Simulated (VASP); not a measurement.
In: single point with LDA

Crystal: In.

```
CELL_PARAMETERS angstrom
2.20287 0.00000 0.00000
0.00000 2.20287 0.00000
0.00000 0.00000 2.20287
ATOMIC_POSITIONS crystal
In 0.00000 0.00000 0.00000
```

```json
{
 "Program": "VASP 6.6.1",
 "Task": "single point",
 "Functional": "LDA",
 "Potentials or basis": "VASP PAW LDA potentials, release 64 (In_d)",
 "Cutoff": "520 eV",
 "k mesh": "17 × 17 × 17",
 "Occupations": "fermi-dirac, width 0.08 eV",
 "Spin": "no spin polarisation"
}
```

```yaml
Pressure: 415.4 GPa
```

Levels at points of the mesh, in eV from the Fermi level:
```tsv
k point	band 2	band 3	band 4	band 5	band 6	band 7	band 8	band 9	band 10	band 11
(0.00, 0.00, 0.00)	-21.99	-19.30	-16.05	-16.05	-16.05	11.28	11.28	11.28	19.30	19.30
```

Wall time 3.9 s on 1 thread of Intel(R) Xeon(R) 6975P-C (Granite Rapids), with other jobs on the host, peak memory 0.12 GiB.

Caveat: spin-orbit coupling is left out, which moves the levels of the heavy elements.
